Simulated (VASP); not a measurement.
# Lu (Im-3m) in VASP: a series of runs

Runs on Lu. Level: r2SCAN. Tasks: relaxation of cell and atoms.

Program: VASP 6.6.1. These are calculated values, not measurements. Logs are shortened: lines on timing, memory, paths and dates and some standing lists are left out, and cuts for length are marked.

## 1. The cell of the first run

The structure is cubic, space group Im-3m (No. 229). The conventional cell has a = 3.890 Å, b = 3.890 Å, c = 3.890 Å, α = 90.00°, β = 90.00°, γ = 90.00°. Within 4.4 Å of Lu (site symmetry m-3m) lie 14 Lu at 3.37 to 3.89 Å.

## 2. Relaxation of cell and atoms, r2SCAN, target pressure 20 GPa, at which the enthalpy is minimised

The input, POSCAR:

```
Lu
1.0
    1.9450000000      1.9450000000      1.9450000000
   -1.9450000000      1.9450000000      1.9450000000
   -1.9450000000     -1.9450000000      1.9450000000
Lu
1
Direct
    0.0000000000      0.0000000000      0.0000000000
```

The input, INCAR.step1:

```
PREC     = Accurate       # precision mode
ENCUT    = 600            # plane-wave cutoff, eV
ISMEAR   = 0              # smearing method
SIGMA    = 0.05           # smearing width, eV
LREAL    = False          # projectors in reciprocal space
LASPH    = True           # aspherical terms in the spheres
NELM     = 60             # most SCF steps
GGA      = PE             # functional
ALGO     = Normal         # electronic algorithm
EDIFF    = 1E-4           # SCF threshold, eV
LWAVE    = True           # write WAVECAR
LCHARG   = False          # write CHGCAR
```

The input, INCAR.step2:

```
PREC     = Accurate       # precision mode
ENCUT    = 600            # plane-wave cutoff, eV
EDIFF    = 1E-7           # SCF threshold, eV
ISMEAR   = 0              # smearing method
SIGMA    = 0.05           # smearing width, eV
LREAL    = False          # projectors in reciprocal space
LASPH    = True           # aspherical terms in the spheres
NELM     = 60             # most SCF steps
ALGO     = Normal         # electronic algorithm
ISIF     = 3              # what is computed and relaxed
LWAVE    = False          # write WAVECAR
LCHARG   = False          # write CHGCAR
METAGGA  = R2SCAN         # meta-GGA
LMIXTAU  = True         
IBRION   = 2              # ionic algorithm
NSW      = 80             # ionic steps
EDIFFG   = -0.03          # ionic threshold
PSTRESS  = 200.0        
ISTART   = 1
```

The input, KPOINTS:

```
regular mesh
0
Gamma
  6 6 6
```

Potentials or basis: VASP PAW PBE potentials, release 64 (Lu).

On the command line:

```console
$ cat potpaw_PBE.64/Lu/POTCAR > POTCAR
$ cp INCAR.step1 INCAR
$ mpirun -np 1 vasp_std > vasp.out
$ cp INCAR.step2 INCAR
$ mpirun -np 1 vasp_std > vasp.out
```

OUTCAR:

```text
PREC = Accurate
   ENCUT = 600
   EDIFF = 1E-7
   ISMEAR = 0
   LREAL = False
   LASPH = True
   NELM = 60
   ISIF = 3
   METAGGA = R2SCAN
   IBRION = 2
   NSW = 80
   EDIFFG = -0.03
   PSTRESS = 200.0
   ISTART = 1

 ion  position               nearest neighbor table
   1  0.000  0.000  0.000-

  LATTYP: Found a body centered cubic cell.
 ALAT       =     3.8900000000

  Lattice vectors:

 A1 = (   1.9450000000,  -1.9450000000,  -1.9450000000)
 A2 = (   1.9450000000,   1.9450000000,   1.9450000000)
 A3 = (  -1.9450000000,  -1.9450000000,   1.9450000000)

Analysis of symmetry for initial positions (statically):
=====================================================================
 Subroutine PRICEL returns:
 Original cell was already a primitive cell.

 Routine SETGRP: Setting up the symmetry group for a
 body centered cubic supercell.

 Subroutine GETGRP returns: Found 48 space group operations
 (whereof 48 operations were pure point group operations)
 out of a pool of 48 trial point group operations.

The static configuration has the point symmetry O_h .

Analysis of symmetry for dynamics (positions and initial velocities):
=====================================================================
 Subroutine PRICEL returns:
 Original cell was already a primitive cell.

 Routine SETGRP: Setting up the symmetry group for a
 body centered cubic supercell.

 Subroutine GETGRP returns: Found 48 space group operations
 (whereof 48 operations were pure point group operations)
 out of a pool of 48 trial point group operations.

The dynamic configuration has the point symmetry O_h .

 Subroutine INISYM returns: Found 48 space group operations
 (whereof 48 operations are pure point group operations),
 and found     1 'primitive' translations

----------------------------------------------------------------------------------------

                                     Primitive cell

  volume of cell :      29.4319

  direct lattice vectors                    reciprocal lattice vectors
     1.945000000  1.945000000  1.945000000     0.257069409  0.000000000  0.257069409
    -1.945000000  1.945000000  1.945000000    -0.257069409  0.257069409  0.000000000
    -1.945000000 -1.945000000  1.945000000     0.000000000 -0.257069409  0.257069409

  length of vectors
     3.368838821  3.368838821  3.368838821     0.363551044  0.363551044  0.363551044

  position of ions in fractional coordinates (direct lattice)
     0.000000000  0.000000000  0.000000000
[... 47 lines left out ...]
  0.500000  0.333333  0.333333     12.000000
  0.500000  0.500000  0.500000      1.000000
   k-points           NKPTS =     16   k-points in BZ     NKDIM =     16   number of bands    NBANDS=     16
   number of dos      NEDOS =    301   number of ions     NIONS =      1
   total plane-waves  NPLWV =  21952
   dimension x,y,z NGX =    28 NGY =   28 NGZ =   28
   dimension x,y,z NGXF=    56 NGYF=   56 NGZF=   56
   ions per type =               1
   NGX,Y,Z   is equivalent  to a cutoff of  13.82, 13.82, 13.82 a.u.
   NGXF,Y,Z  is equivalent  to a cutoff of  27.63, 27.63, 27.63 a.u.
 SYSTEM =  unknown system
   PREC   = accura    normal or accurate (medium, high low for compatibility)
   ISTART =      1    job   : 0-new  1-cont  2-samecut
   ICHARG =      0    charge: 1-file 2-atom 10-const
   ISPIN  =      1    spin polarized calculation?
   LNONCOLLINEAR =      F non collinear calculations
   LSORBIT =      F    spin-orbit coupling
   LASPH  =      T    aspherical Exc in radial PAW
   ENCUT  =  600.0 eV  44.10 Ry    6.64 a.u.   6.73  6.73  6.73*2*pi/ulx,y,z
   NELM   =     60;   NELMIN=  2; NELMDL=  0     # of ELM steps
   EDIFF  = 0.1E-06   stopping-criterion for ELM
   LREAL  =      F    real-space projection
   EDIFFG = -.3E-01   stopping-criterion for IOM
   NSW    =     80    number of steps for IOM
   IBRION =      2    ionic relax: 0-MD 1-quasi-New 2-CG
   NFREE  =      1    steps in history (QN), initial steepest desc. (CG)
   ISIF   =      3    stress and relaxation
   ISYM   =      2    0-nonsym 1-usesym 2-fastsym
   POTIM  = 0.5000    time-step for ionic-motion
   TEBEG  =    0.0;   TEEND  =   0.0 temperature during run
   PSTRESS=  200.0 pullay stress
   NELECT =      25.0000    total number of electrons
   NUPDOWN=      -1.0000    fix difference up-down
   EMIN   =  10.00;   EMAX   =-10.00  energy-range for DOS
   EFERMI =   0.00;   METHOD = LEGACY
   ISMEAR =     0;   SIGMA  =   0.05  broadening in eV -4-tet -1-fermi 0-gaus
   EFERMI_NEDOS =   21; number of points for ismear=-14 and -15
   IALGO  =     38    algorithm
   IMIX   =      4    mixing-type and parameters
     AMIX     =   0.40;   BMIX     =  1.00
     AMIX_MAG =   1.60;   BMIX_MAG =  1.00
  volume/ion in A,a.u.               =      29.43       198.62
  Fermi-wavevector in a.u.,A,eV,Ry     =   1.550417  2.929864 32.705594  2.403793
  Thomas-Fermi vector in A             =   2.655083
   LORBIT       =      0    0 simple, 1 ext, 2 COOP (PROOUT), +10 PAW based schemes
   METAGGA = R2SCAN    functional components
   LHFCALC =     F    Hartree Fock is set to
   AEXX    =    0.0000 exact exchange contribution
   IVDW    =     0    specifies the selected vdW correction
   LEPSILON=     F    determine dielectric tensor
   LRPA    =     F    only Hartree local field effects (RPA)
 conjugate gradient relaxation of ions
 non-spin polarized calculation
 Gauss-broadening in eV      SIGMA  =   0.05
  energy-cutoff  :      600.00
  volume of cell :       29.43
 maximum number of plane-waves:       997
   NGX = 13   NGY = 13   NGZ = 13

--------------------------------------- Ionic step        1  -------------------------------------------

 number of electron      24.9999992 magnetization

 Free energy of the ion-electron system (eV)
  ---------------------------------------------------
  ext. energy  EPLUGINS =         0.00000000
  ---------------------------------------------------
  free energy    TOTEN  =       -37.94957367 eV

  energy without entropy =      -37.94330552  energy(sigma->0) =      -37.94643959

 E-fermi :   2.2841     XC(G=0): -11.5446

 val. band max:        2.2427905297   @ k =   0.1667  -0.3333   0.1667
 cond. band min:       2.3024753766   @ k =   0.5000   0.1667  -0.0000
 fundamental gap:      0.0596848469
 Fermi energy:         2.2840605851

 k-point     1 :       0.0000    0.0000    0.0000
  band No.  band energies     occupation
      1     -55.8659      2.00000
      2     -25.6256      2.00000
      3     -25.6256      2.00000
      4     -25.6255      2.00000
      5      -4.1179      2.00000
      6      -3.1085      2.00000
[... 403 lines left out ...]
--------------------------------------- Ionic step        4  -------------------------------------------

 number of electron      24.9999995 magnetization

 Free energy of the ion-electron system (eV)
  ---------------------------------------------------
  ext. energy  EPLUGINS =         0.00000000
  ---------------------------------------------------
  free energy    TOTEN  =       -37.55854090 eV

  energy without entropy =      -37.55283914  energy(sigma->0) =      -37.55569002

 E-fermi :   3.5450     XC(G=0): -13.0665

 val. band max:        3.4943696919   @ k =   0.5000   0.1667   0.1667
 cond. band min:       3.5802606399   @ k =   0.5000   0.1667  -0.0000
 fundamental gap:      0.0858909479
 Fermi energy:         3.5449778649

 k-point     1 :       0.0000    0.0000    0.0000
  band No.  band energies     occupation
      1     -54.1867      2.00000
      2     -23.6978      2.00000
      3     -23.6977      2.00000
      4     -23.6977      2.00000
      5      -3.6187      2.00000
      6      -1.6001      2.00000
[... 325 lines left out ...]
  energy  without entropy=      -37.5528391433  energy(sigma->0) =      -37.55569002

  enthalpy is  TOTEN    =       -34.7490246838 eV   P V=        2.8095162176

 reached required accuracy - stopping structural energy minimisation
```

Run time: 3.2 min. Hardware: 1 thread of Intel Xeon 6975P-C, shared host; peak memory 0.2 GiB.

Results:

```
Free energy                                            : -37.5585 eV
Relaxed volume                                         : 22.51 Å³/atom
Relaxed cell                                           : a = 3.081 Å, b = 3.081 Å, c = 3.081 Å, α = 70.53°, β = 109.47°, γ = 70.53°
Space group after relaxing (to 0.05 Å)                 : Im-3m (No. 229)
Energy change on relaxing (the enthalpy is what falls) : +391.0 meV/atom
Ionic steps                                            : 4
Pressure after relaxing                                : 19.9 GPa
```

Step by step:
```csv
step,energy change (eV),largest force (eV/Å),pressure (GPa),volume (Å³)
1,0.0000,0.0000,0.54,29.43
2,1.7176,0.0000,62.75,16.68
3,0.3689,0.0000,19.12,22.69
4,0.3910,0.0000,19.86,22.51
```

Final structure:
```
CELL_PARAMETERS angstrom
1.77862 1.77862 1.77862
-1.77862 1.77862 1.77862
-1.77862 -1.77862 1.77862
ATOMIC_POSITIONS crystal
Lu 0.00000 0.00000 0.00000
```

Levels at points of the mesh, in eV from the Fermi level:
| k point | band 9 | band 10 | band 11 | band 12 | band 13 | band 14 | band 15 | band 16 |
| --- | --- | --- | --- | --- | --- | --- | --- | --- |
| (0.00, 0.00, 0.00) | -4.97 | -4.97 | -4.97 | -4.92 | 2.62 | 2.62 | 2.62 | 5.39 |
| (0.50, 0.00, 0.00) | -4.98 | -4.97 | -4.95 | -3.27 | 0.15 | 1.31 | 5.44 | 6.60 |
| (0.50, 0.50, 0.50) | -4.95 | -4.95 | -4.95 | -2.70 | -2.70 | 8.09 | 8.09 | 8.09 |

Caveat: the k points lie up to 0.42 Å⁻¹ apart in the final cell; the cell is relaxed towards a set pressure, so the enthalpy falls and the energy may rise; the volume moved by over 15 % at a fixed basis, so the end points are rough; the PAW data sets were made with another functional, which shifts forces and pressure a little; spin-orbit coupling is left out, which moves the levels of the heavy elements.

## 3. Relaxation of cell and atoms, r2SCAN, target pressure 30 GPa, at which the enthalpy is minimised

POSCAR is that of step 2.

The input, INCAR.step1:

```
SYSTEM = Lu
ALGO     = Normal         ! electronic algorithm
EDIFF    = 1E-4           ! SCF threshold, eV
ENCUT    = 600            ! plane-wave cutoff, eV
GGA      = PE             ! functional
ISMEAR   = 0              ! smearing method
LASPH    = .TRUE.         ! aspherical terms in the spheres
LCHARG   = .FALSE.        ! write CHGCAR
LREAL    = .FALSE.        ! projectors in reciprocal space
LWAVE    = .TRUE.         ! write WAVECAR
NELM     = 60             ! most SCF steps
PREC     = Accurate       ! precision mode
SIGMA    = 0.05           ! smearing width, eV
```

The input, INCAR.step2:

```
SYSTEM = Lu
ALGO     = Normal         ! electronic algorithm
EDIFF    = 1E-6           ! SCF threshold, eV
EDIFFG   = -0.03          ! ionic threshold
ENCUT    = 600            ! plane-wave cutoff, eV
IBRION   = 2              ! ionic algorithm
ISIF     = 3              ! what is computed and relaxed
ISMEAR   = 0              ! smearing method
ISTART   = 1            
LASPH    = .TRUE.         ! aspherical terms in the spheres
LCHARG   = .FALSE.        ! write CHGCAR
LMIXTAU  = .TRUE.       
LREAL    = .FALSE.        ! projectors in reciprocal space
LWAVE    = .FALSE.        ! write WAVECAR
METAGGA  = R2SCAN         ! meta-GGA
NELM     = 60             ! most SCF steps
NSW      = 80             ! ionic steps
PREC     = Accurate       ! precision mode
PSTRESS  = 300.0        
SIGMA    = 0.05           ! smearing width, eV
```

The input, KPOINTS:

```
k-points
0
G
  6 6 6
  0 0 0
```

Potentials or basis: VASP PAW PBE potentials, release 64 (Lu).

On the command line:

```console
$ cat potpaw_PBE.64/Lu/POTCAR > POTCAR
$ cp INCAR.step1 INCAR
$ mpirun -np 1 vasp_std > vasp.out
$ cp INCAR.step2 INCAR
$ mpirun -np 1 vasp_std > vasp.out
```

It took 3.7 min on 1 thread of Intel Xeon 6975P-C, shared host; peak memory 0.21 GiB.

The run converged. Its results:

| Property | Result |
| --- | --- |
| Free energy | -37.2366 eV |
| Relaxed volume | 20.40 Å³/atom |
| Relaxed cell | a = 2.981 Å, b = 2.981 Å, c = 2.981 Å, α = 70.53°, β = 109.47°, γ = 70.53° |
| Space group after relaxing (to 0.05 Å) | Im-3m (No. 229) |
| Energy change on relaxing (the enthalpy is what falls) | +713.0 meV/atom |
| Ionic steps | 5 |
| Pressure after relaxing | 29.8 GPa |

The path:
```csv
step,energy change (eV),largest force (eV/Å),pressure (GPa),volume (Å³)
1,0.0000,0.0000,0.54,29.43
2,4.9969,0.0000,181.91,11.87
3,0.5491,0.0000,24.14,21.36
4,0.6697,0.0000,28.48,20.63
5,0.7130,0.0000,29.85,20.40
```

Final structure:
```cif
data_structure
_symmetry_space_group_name_H-M 'P 1'
_symmetry_Int_Tables_number 1
_cell_length_a 2.9812
_cell_length_b 2.9812
_cell_length_c 2.9812
_cell_angle_alpha 70.529
_cell_angle_beta 109.471
_cell_angle_gamma 70.529
_cell_volume 20.40
loop_
_atom_site_label
_atom_site_type_symbol
_atom_site_fract_x
_atom_site_fract_y
_atom_site_fract_z
_atom_site_occupancy
Lu1 Lu 0.00000 0.00000 0.00000 1
```

Levels at points of the mesh, in eV from the Fermi level:
```tsv
k point	band 9	band 10	band 11	band 12	band 13	band 14	band 15	band 16
(0.00, 0.00, 0.00)	-4.84	-4.84	-4.84	-4.78	2.73	2.73	2.73	5.77
(0.50, 0.00, 0.00)	-4.85	-4.85	-4.81	-3.50	0.01	1.99	5.93	7.16
(0.50, 0.50, 0.50)	-4.82	-4.82	-4.82	-3.11	-3.11	9.16	9.29	9.29
```

Caveat: the k points lie up to 0.43 Å⁻¹ apart in the final cell; the cell is relaxed towards a set pressure, so the enthalpy falls and the energy may rise; the volume moved by over 15 % at a fixed basis, so the end points are rough; the PAW data sets were made with another functional, which shifts forces and pressure a little; spin-orbit coupling is left out, which moves the levels of the heavy elements.
